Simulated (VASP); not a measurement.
# TiSi2 (Fddd) in VASP: electric field gradients with PBEsol

Aim: the electric field gradients of TiSi2 with PBEsol.

Program: VASP 6.6.1. These are calculated values, not measurements. Logs are shortened: lines on timing, memory, paths and dates and some standing lists are left out, and cuts for length are marked.

### 1 The cell of the first run

It takes space group Fddd (No. 70, orthorhombic). Conventional cell: a = 4.773 Å, b = 8.236 Å, c = 8.523 Å, α = 90.00°, β = 90.00°, γ = 90.00°. Within 3.4 Å of Ti (site symmetry 222) lie 10 Si at 2.54 to 2.77 Å and 4 Ti at 3.19 Å. Within 3.3 Å of Si (site symmetry 2) lie 9 Si at 2.52 to 3.19 Å and 5 Ti at 2.54 to 2.77 Å.

### 2 Electric field gradients, PBEsol

Contents of INCAR:

```
ALGO = Normal
EDIFF = 1E-8
ENCUT = 520
GGA = PS
ISIF = 2
ISMEAR = -1
LASPH = T
LCHARG = F
LEFG = T
LREAL = F
LWAVE = F
NBANDS = 29
NELM = 80
PREC = Accurate
SIGMA = 0.05
```

Contents of KPOINTS:

```
k-points
0
Gamma
  13 13 13
```

Contents of POSCAR:

```
TiSi2
1.0
    0.0000000000      4.1180000000      4.2615000000
    2.3865000000      0.0000000000      4.2615000000
    2.3865000000      4.1180000000      0.0000000000
Ti Si
2 4
Direct
    0.7500000000      0.7500000000      0.7500000000
    0.5000000000      0.5000000000      0.5000000000
    0.0868558212      0.4131441788      0.0868558212
    0.4131441788      0.0868558212      0.4131441788
    0.1631441788      0.8368558212      0.1631441788
    0.8368558212      0.1631441788      0.8368558212
```

Potentials or basis: VASP PAW PBE potentials, release 64 (Ti_sv, Si).

Launch:

```
cat potpaw_PBE.64/Ti_sv/POTCAR potpaw_PBE.64/Si/POTCAR > POTCAR
mpirun -np 1 vasp_std > vasp.out
```

OUTCAR:

```text
EDIFF = 1E-8
   ENCUT = 520
   GGA = PS
   ISIF = 2
   ISMEAR = -1
   LASPH = T
   LREAL = F
   NELM = 80
   PREC = Accurate

 ion  position               nearest neighbor table
   1  0.750  0.750  0.750-   6 2.54   6 2.54   5 2.54   5 2.54   4 2.74   4 2.74   3 2.74   3 2.74
                             3 2.77   4 2.77
   2  0.500  0.500  0.500-   4 2.54   4 2.54   3 2.54   3 2.54   5 2.74   5 2.74   6 2.74   6 2.74
                             5 2.77   6 2.77
   3  0.087  0.413  0.087-   5 2.52   5 2.52   2 2.54   2 2.54   4 2.69   1 2.74   1 2.74   1 2.77
                             4 2.78   4 2.78
   4  0.413  0.087  0.413-   6 2.52   6 2.52   2 2.54   2 2.54   3 2.69   1 2.74   1 2.74   1 2.77
                             3 2.78   3 2.78
   5  0.163  0.837  0.163-   3 2.52   3 2.52   1 2.54   1 2.54   6 2.69   2 2.74   2 2.74   2 2.77
                             6 2.78   6 2.78
   6  0.837  0.163  0.837-   4 2.52   4 2.52   1 2.54   1 2.54   5 2.69   2 2.74   2 2.74   2 2.77
                             5 2.78   5 2.78

  LATTYP: Found a face centered orthorhombic cell.
 ALAT       =     4.7730000000
 B/A-ratio  =     1.7255394930
 C/A-ratio  =     1.7856693903

  Lattice vectors:

 A1 = (   0.0000000000,   4.1180000000,   4.2615000000)
 A2 = (   2.3865000000,   0.0000000000,   4.2615000000)
 A3 = (   2.3865000000,   4.1180000000,   0.0000000000)

Analysis of symmetry for initial positions (statically):
=====================================================================
 Subroutine PRICEL returns:
 Original cell was already a primitive cell.

 Routine SETGRP: Setting up the symmetry group for a
 face centered orthorhombic supercell.

 Subroutine GETGRP returns: Found  8 space group operations
 (whereof  4 operations were pure point group operations)
 out of a pool of  8 trial point group operations.

The static configuration has the point symmetry D_2 .
 The point group associated with its full space group is D_2h.

Analysis of symmetry for dynamics (positions and initial velocities):
=====================================================================
 Subroutine PRICEL returns:
 Original cell was already a primitive cell.

[... 163 lines left out ...]

 E-fermi :  10.1204     XC(G=0): -11.8295

 val. band max:       10.1193874960   @ k =   0.3077   0.0000  -0.0000
 cond. band min:      10.1212628652   @ k =  -0.0769   0.1538   0.2308
 fundamental gap:      0.0018753692
 Fermi energy:        10.1203819283

 k-point     1 :       0.0000    0.0000    0.0000
  band No.  band energies     occupation
      1     -45.8889      2.00000
      2     -45.8595      2.00000
      3     -22.3777      2.00000
      4     -22.3678      2.00000
      5     -22.2844      2.00000
      6     -22.2694      2.00000
[... 757 lines left out ...]
     28      14.2319      0.00000
     29      14.4379      0.00000

 [... further k-points ...]
[... 5 lines left out ...]
  --------------------------------------------------------------------------------------
  -------------------------------------------------------------------------------------
  Total       -0.6351752     -1.1926154     -0.6804715      0.0000000      0.0000000      0.0000000
  in kB      -12.1496521    -22.8123866    -13.0160808      0.0000000      0.0000000      0.0000000
  external PRESSURE =     -15.9927065 kB  Pullay stress =       0.0000000 kB

 VOLUME and BASIS-vectors are now :
 -----------------------------------------------------------------------------
  energy-cutoff  :      520.00
  volume of cell :       83.76
      direct lattice vectors                 reciprocal lattice vectors
     0.000000000  4.118000000  4.261500000    -0.209511837  0.121418164  0.117329579
     2.386500000  0.000000000  4.261500000     0.209511837 -0.121418164  0.117329579
     2.386500000  4.118000000  0.000000000     0.209511837  0.121418164 -0.117329579

 POSITION                                       TOTAL-FORCE (eV/Angst)
 -----------------------------------------------------------------------------------
      3.57975      6.17700      6.39225        -0.000000     -0.000000      0.000000
      2.38650      4.11800      4.26150         0.000000     -0.000000     -0.000000
      1.19325      0.71534      2.13075        -0.000000     -0.028659      0.000000
      1.19325      3.40266      2.13075        -0.000000      0.028659      0.000000
      2.38650      1.34366      4.26150         0.000000      0.028659     -0.000000
      2.38650      6.89234      4.26150         0.000000     -0.028659     -0.000000
 -----------------------------------------------------------------------------------
    total drift:                               -0.000000     -0.000000     -0.000000

  FREE ENERGIE OF THE ION-ELECTRON SYSTEM (eV)
  ---------------------------------------------------
  free  energy   TOTEN  =       -43.6821335132 eV

  energy  without entropy=      -43.6632610162  energy(sigma->0) =      -43.67269726

 Electric field gradients (V/A^2)
---------------------------------------------------------------------
 ion       V_xx      V_yy      V_zz      V_xy      V_xz      V_yz
---------------------------------------------------------------------
   1      -5.242    12.543    -7.300    -0.002    -0.000     0.001
   2      -5.242    12.543    -7.300    -0.002    -0.000     0.001
   3      -0.820    14.490   -13.670    -0.000    25.417     0.000
   4      -0.820    14.490   -13.670    -0.000   -25.417    -0.000
   5      -0.820    14.490   -13.670    -0.000    25.417     0.000
   6      -0.820    14.490   -13.670    -0.000   -25.417    -0.000
---------------------------------------------------------------------

 Electric field gradients after diagonalization (V/A^2)
 (convention: |V_zz| > |V_xx| > |V_yy|)
----------------------------------------------------------------------
 ion       V_xx      V_yy      V_zz     asymmetry (V_yy - V_xx)/ V_zz
----------------------------------------------------------------------
   1      -7.300    -5.242    12.543       0.164
   2      -7.300    -5.242    12.543       0.164
   3      18.971    14.490   -33.461       0.134
   4      18.971    14.490   -33.461       0.134
   5      18.971    14.490   -33.461       0.134
   6      18.971    14.490   -33.461       0.134
----------------------------------------------------------------------

           NMR quadrupolar parameters

 Cq : quadrupolar parameter    Cq=e*Q*V_zz/h
 eta: asymmetry parameters     (V_yy - V_xx)/ V_zz
 Q  : nuclear electric quadrupole moment in mb (millibarn)
----------------------------------------------------------------------
 ion       Cq(MHz)       eta       Q (mb)
----------------------------------------------------------------------
   1       0.030       0.164       1.000
   2       0.030       0.164       1.000
   3      -0.081       0.134       1.000
   4      -0.081       0.134       1.000
   5      -0.081       0.134       1.000
   6      -0.081       0.134       1.000
----------------------------------------------------------------------
```

OSZICAR:

```text
N       E                     dE             d eps       ncg     rms          rms(c)
DAV:   1     0.386681062999E+03    0.38668E+03   -0.18731E+04 19894   0.146E+03
DAV:   2    -0.149177309652E+01   -0.38817E+03   -0.37753E+03 20004   0.430E+02
DAV:   3    -0.439762576409E+02   -0.42484E+02   -0.41625E+02 33274   0.119E+02
DAV:   4    -0.472541041222E+02   -0.32778E+01   -0.32595E+01 28218   0.297E+01
DAV:   5    -0.474480913499E+02   -0.19399E+00   -0.19393E+00 30322   0.618E+00    0.193E+01
DAV:   6    -0.443669808794E+02    0.30811E+01   -0.33021E+01 28253   0.411E+01    0.704E+00
DAV:   7    -0.437794492699E+02    0.58753E+00   -0.63224E+00 26981   0.187E+01    0.536E+00
DAV:   8    -0.436976669468E+02    0.81782E-01   -0.82921E-01 27133   0.712E+00    0.133E+00
DAV:   9    -0.436815715119E+02    0.16095E-01   -0.15141E-01 27193   0.328E+00    0.516E-01
DAV:  10    -0.436824914286E+02   -0.91992E-03   -0.63122E-03 26425   0.593E-01    0.255E-01
DAV:  11    -0.436823049918E+02    0.18644E-03   -0.62171E-03 29607   0.592E-01    0.166E-01
DAV:  12    -0.436821337484E+02    0.17124E-03   -0.13148E-03 27448   0.290E-01    0.154E-02
DAV:  13    -0.436821341437E+02   -0.39535E-06   -0.31657E-05 25229   0.493E-02    0.164E-02
DAV:  14    -0.436821336292E+02    0.51451E-06   -0.32344E-06 26789   0.151E-02    0.379E-03
DAV:  15    -0.436821334583E+02    0.17090E-06   -0.11499E-06 29024   0.750E-03    0.681E-04
DAV:  16    -0.436821334873E+02   -0.28959E-07   -0.32045E-08 22574   0.133E-03    0.505E-04
DAV:  17    -0.436821335183E+02   -0.31053E-07   -0.23463E-09 15037   0.385E-04    0.225E-04
DAV:  18    -0.436821335132E+02    0.51164E-08   -0.15153E-09 14288   0.363E-04
   1 F= -.43682134E+02 E0= -.43672697E+02  d E =-.188725E-01
```

Run time: 38 min. Hardware: 1 thread of Oxide Virtual Turin-like, shared host; peak memory 0.7 GiB.

Results:

```yaml
Free_energy: -43.6821 eV
Pressure: -1.6 GPa
Largest_force: 0.029 eV/Å
Band_gap_on_the_k_mesh: zero (bands 20 and 21 overlap by 1.88 eV)
Largest_electric_field_gradient_by_atom: Ti +12.5; Si -33.5 V/Å²
```

Forces in eV/Å, atoms in the order of the input:
```
Ti   0.000  0.000  0.000
Ti   0.000  0.000  0.000
Si   0.000 -0.029  0.000
Si   0.000  0.029  0.000
Si   0.000  0.029  0.000
Si   0.000 -0.029  0.000
```

Electric field gradients, principal values (V/Å²):
| atom | least | middle | greatest (by size) |
| --- | --- | --- | --- |
| 1 Ti | -5.242 | -7.300 | 12.543 |
| 2 Ti | -5.242 | -7.300 | 12.543 |
| 3 Si | 14.490 | 18.971 | -33.461 |
| 4 Si | 14.490 | 18.971 | -33.461 |
| 5 Si | 14.490 | 18.971 | -33.461 |
| 6 Si | 14.490 | 18.971 | -33.461 |

Caveat: without QUAD_EFG the Cq values of the log hold for a quadrupole moment of 1 mb, not for the nuclei; the PAW data sets were made with another functional, which shifts forces and pressure a little.
